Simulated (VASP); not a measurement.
# Be3As2 (C2) in VASP: further runs, part 2 of 2

VASP 6.6.1. Earlier steps stand in the parts before.

### Step 3. Relaxation of shape and atoms at fixed volume, PBE (12.67 Å³/atom)

This run uses another cell than the first one, of 12.67 Å³/atom.

File INCAR:

```
SYSTEM = Be3As2
PREC = Accurate
ENCUT = 600
EDIFF = 1E-7
ISMEAR = 0
SIGMA = 0.02
LREAL = .False.
LASPH = .True.
NELM = 80
ALGO = Normal
ISIF = 4
LWAVE = .False.
LCHARG = .False.
GGA = PE
IBRION = 2
NSW = 50
EDIFFG = -0.01
```

File KPOINTS:

```
regular mesh
0
Gamma
  10 10 6
  0 0 0
```

File POSCAR:

```
Be3As2
1.0
    2.9859001445     -1.8645182652     -0.0465386351
    2.9859001445      1.8645182652     -0.0465386351
   -1.2949217644      0.0000000000      5.7091795248
Be As
3 2
Direct
    0.6962903119      0.5844572849      0.3795197858
    0.7291407578      0.2708592422      0.0000000000
    0.4155427151      0.3037096881      0.6204802142
    0.3396612234      0.1804863628      0.2311648533
    0.8195136372      0.6603387766      0.7688351467
```

Potentials or basis: VASP PAW PBE potentials, release 64 (Be, As).

The run is started by

```console
> cat potpaw_PBE.64/Be/POTCAR potpaw_PBE.64/As/POTCAR > POTCAR
> mpirun -np 1 vasp_std > vasp.out
```

OUTCAR:

```text
SYSTEM = Be3As2
   PREC = Accurate
   ENCUT = 600
   EDIFF = 1E-7
   ISMEAR = 0
   LREAL = .False.
   LASPH = .True.
   NELM = 80
   ISIF = 4
   GGA = PE
   IBRION = 2
   NSW = 50
   EDIFFG = -0.01

 ion  position               nearest neighbor table
   1  0.696  0.584  0.380-   4 2.17   5 2.22   4 2.23   2 2.28   4 2.32
   2  0.729  0.271  0.000-   5 2.23   4 2.23   4 2.26   5 2.26   3 2.28   1 2.28
   3  0.416  0.304  0.620-   5 2.17   4 2.22   5 2.23   2 2.28   5 2.32
   4  0.340  0.180  0.231-   1 2.17   3 2.22   2 2.23   1 2.23   2 2.26   1 2.32
   5  0.820  0.660  0.769-   3 2.17   1 2.22   2 2.23   3 2.23   2 2.26   3 2.32

  LATTYP: Found a base centered monoclinic cell.
 ALAT       =     5.9725256023
 B/A-ratio  =     0.6243650976
 C/A-ratio  =     0.9801868542
 COS(beta)  =    -0.2363670248

  Lattice vectors:

 A1 = (   2.9859001445,  -1.8645182652,  -0.0465386351)
 A2 = (   2.9859001445,   1.8645182652,  -0.0465386351)
 A3 = (  -1.2949217644,   0.0000000000,   5.7091795248)

Analysis of symmetry for initial positions (statically):
=====================================================================
 Subroutine PRICEL returns:
 Original cell was already a primitive cell.

 Routine SETGRP: Setting up the symmetry group for a
 base centered monoclinic supercell.

 Subroutine GETGRP returns: Found  2 space group operations
 (whereof  2 operations were pure point group operations)
 out of a pool of  4 trial point group operations.

The static configuration has the point symmetry C_2 .

Analysis of symmetry for dynamics (positions and initial velocities):
=====================================================================
 Subroutine PRICEL returns:
 Original cell was already a primitive cell.

 Routine SETGRP: Setting up the symmetry group for a
 base centered monoclinic supercell.

 Subroutine GETGRP returns: Found  2 space group operations
 (whereof  2 operations were pure point group operations)
 out of a pool of  4 trial point group operations.

The dynamic configuration has the point symmetry C_2 .

[... 159 lines left out ...]
  --------------------------------------------------------------------------------------
  -------------------------------------------------------------------------------------
  Total        5.2468157      5.1386060      5.4447537      0.0000000      0.0000000     -0.0515405
  in kB      132.7085155    129.9715517    137.7149933      0.0000000      0.0000000     -1.3036224
  external PRESSURE =     133.4650202 kB  Pullay stress =       0.0000000 kB
[... 98 lines left out ...]
  FREE ENERGIE OF THE ION-ELECTRON SYSTEM (eV)
  ---------------------------------------------------
  free  energy   TOTEN  =       -20.6288857039 eV

  energy  without entropy=      -20.6288473933  energy(sigma->0) =      -20.62886655

[... ionic steps 4 to 30 ...]

--------------------------------------- Ionic step       31  -------------------------------------------

 number of electron      15.9999999 magnetization

------------------------ aborting loop because EDIFF is reached ----------------------------------------
[... 73 lines left out ...]
--------------------------------------- Ionic step       33  -------------------------------------------

 number of electron      15.9999999 magnetization

 Free energy of the ion-electron system (eV)
  ---------------------------------------------------
  ext. energy  EPLUGINS =         0.00000000
  ---------------------------------------------------
  free energy    TOTEN  =       -20.69839560 eV

  energy without entropy =      -20.69829494  energy(sigma->0) =      -20.69834527

 E-fermi :   6.7825     XC(G=0): -10.3944

 val. band max:        6.7785148963   @ k =   0.1000  -0.0000   0.0000
 cond. band min:       6.8433288259   @ k =   0.0000   0.0000   0.0000
 fundamental gap:      0.0648139296
 Fermi energy:         6.7824956409

 k-point     1 :       0.0000    0.0000    0.0000
  band No.  band energies     occupation
      1      -7.7095      2.00000
      2      -5.3321      2.00000
      3      -1.2468      2.00000
      4       5.1725      2.00000
      5       5.1896      2.00000
      6       6.0716      2.00000
      7       6.0842      2.00000
      8       6.8433      0.00002
      9       8.9195      0.00000
     10       9.2849      0.00000
     11      10.2085      0.00000
     12      10.2106      0.00000
[... 331 lines left out ...]
 k-point    24 :       0.4000    0.3000    0.0000
  band No.  band energies     occupation
      1      -6.1015      2.00000
      2      -4.7112      2.00000
      3      -0.0036      2.00000
      4       0.2583      2.00000
      5       1.6547      2.00000
      6       2.3692      2.00000
      7       4.8619      2.00000
      8       5.6155      2.00000
      9       7.9886      0.00000
     10       9.1946      0.00000
     11       9.8652      0.00000
     12      10.1317      0.00000

 [... further k-points ...]

------------------------ aborting loop because EDIFF is reached ----------------------------------------

  FORCE on cell =-STRESS in cart. coord.  units (eV):
  Direction    XX          YY          ZZ          XY          YZ          ZX
  --------------------------------------------------------------------------------------
  -------------------------------------------------------------------------------------
  Total        3.6759824      3.6939005      3.6769619      0.0000000      0.0000000     -0.0126189
  in kB       92.9771885     93.4303934     93.0019636      0.0000000      0.0000000     -0.3191727
  external PRESSURE =      93.1365152 kB  Pullay stress =       0.0000000 kB
[... 20 lines left out ...]
  FREE ENERGIE OF THE ION-ELECTRON SYSTEM (eV)
  ---------------------------------------------------
  free  energy   TOTEN  =       -20.6983955969 eV

  energy  without entropy=      -20.6982949397  energy(sigma->0) =      -20.69834527

 reached required accuracy - stopping structural energy minimisation
```

OSZICAR:

```text
N       E                     dE             d eps       ncg     rms          rms(c)
DAV:   1     0.484696065822E+02    0.48470E+02   -0.69638E+03  4128   0.126E+03
DAV:   2    -0.171398023716E+02   -0.65609E+02   -0.60721E+02  5632   0.187E+02
DAV:   3    -0.209832528302E+02   -0.38435E+01   -0.37277E+01  5644   0.481E+01
[... 261 lines left out ...]
       N       E                     dE             d eps       ncg     rms          rms(c)
DAV:   1    -0.206983961213E+02   -0.63423E-05   -0.45984E-04  4576   0.149E-01    0.845E-03
DAV:   2    -0.206983963747E+02   -0.25343E-06   -0.20941E-05  5304   0.334E-02    0.437E-03
DAV:   3    -0.206983956150E+02    0.75972E-06   -0.12586E-06  5132   0.866E-03    0.133E-03
DAV:   4    -0.206983955969E+02    0.18140E-07   -0.24741E-07  4164   0.350E-03
  33 F= -.20698396E+02 E0= -.20698345E+02  d E =-.653419E-04
```

It took 18 min on 1 thread of Intel Xeon 6975P-C (Granite Rapids), shared host; peak memory 0.35 GiB.

What came out:

| Quantity | Value |
| --- | --- |
| Free energy | -20.6984 eV |
| Energy gained by relaxing | 14.2 meV/atom |
| Ionic steps | 33 |
| Pressure after relaxing | 9.3 GPa |
| Largest force after relaxing | 0.009 eV/Å |
| Band gap on the k mesh | zero (bands 8 and 9 overlap by 0.15 eV) |

Forces on the atoms (eV/Å):
```
Be   0.001 -0.002  0.000
Be   0.000  0.003  0.000
Be  -0.001 -0.002  0.000
As   0.000  0.000  0.009
As   0.000  0.000 -0.009
```

The path:
| step | energy change (eV) | largest force (eV/Å) | pressure (GPa) | volume (Å³) |
| --- | --- | --- | --- | --- |
| 1 | 0.0000 | 0.1296 | 13.35 | 63.34 |
| 2 | -0.0016 | 0.0968 | 13.18 | 63.34 |
| 3 | -0.0017 | 0.1058 | 13.14 | 63.34 |
| 4 | -0.0028 | 0.1006 | 13.05 | 63.34 |
| 5 | -0.0052 | 0.0872 | 12.81 | 63.34 |
| 6 | -0.0052 | 0.1705 | 12.33 | 63.34 |
| 7 | -0.0060 | 0.1094 | 12.56 | 63.34 |
| 8 | -0.0066 | 0.1089 | 12.51 | 63.34 |
| 9 | -0.0085 | 0.1082 | 12.35 | 63.34 |
| 10 | -0.0114 | 0.1114 | 12.03 | 63.34 |
| 11 | -0.0147 | 0.1365 | 11.36 | 63.34 |
| 12 | -0.0149 | 0.2564 | 10.09 | 63.34 |
| 13 | -0.0158 | 0.1791 | 10.80 | 63.34 |
| 14 | -0.0168 | 0.1794 | 10.72 | 63.34 |
| 15 | -0.0200 | 0.1953 | 10.49 | 63.34 |
| 16 | -0.0266 | 0.2334 | 10.08 | 63.34 |
| 17 | -0.0365 | 0.3163 | 9.41 | 63.34 |
| 18 | 0.0194 | 0.7345 | 9.28 | 63.34 |
| 19 | -0.0369 | 0.3252 | 9.38 | 63.34 |
| 20 | -0.0450 | 0.3106 | 9.32 | 63.34 |
| 21 | -0.0556 | 0.2619 | 9.29 | 63.34 |
| 22 | -0.0613 | 0.1833 | 9.29 | 63.34 |
| 23 | -0.0669 | 0.0834 | 9.33 | 63.34 |
| 24 | -0.0682 | 0.0607 | 9.34 | 63.34 |
| 25 | -0.0692 | 0.0440 | 9.36 | 63.34 |
| 26 | -0.0699 | 0.0346 | 9.36 | 63.34 |
| 27 | -0.0703 | 0.0548 | 9.36 | 63.34 |
| 28 | -0.0707 | 0.0246 | 9.34 | 63.34 |
| 29 | -0.0708 | 0.0342 | 9.32 | 63.34 |
| 30 | -0.0710 | 0.0208 | 9.32 | 63.34 |
| 31 | -0.0711 | 0.0166 | 9.32 | 63.34 |
| 32 | -0.0712 | 0.0102 | 9.31 | 63.34 |
| 33 | -0.0712 | 0.0089 | 9.31 | 63.34 |

Final structure:
```yaml
crystal:
  lattice:
    - [3.08746, -1.78853, -0.21225]
    - [3.08746, 1.78853, -0.21225]
    - [-1.66180, 0.00000, 5.84986]
  atoms:
    - { symbol: Be, position: [0.72768, 0.52831, 0.38380] }
    - { symbol: Be, position: [0.60085, 0.39915, 0.00000] }
    - { symbol: Be, position: [0.47169, 0.27232, 0.61620] }
    - { symbol: As, position: [0.34089, 0.14096, 0.22324] }
    - { symbol: As, position: [0.85904, 0.65911, 0.77676] }
```

Caveat: semilocal functionals underestimate gaps, and a narrow one can read as zero.

The gap in the log of VASP goes by the Fermi energy; the results here count the filled bands.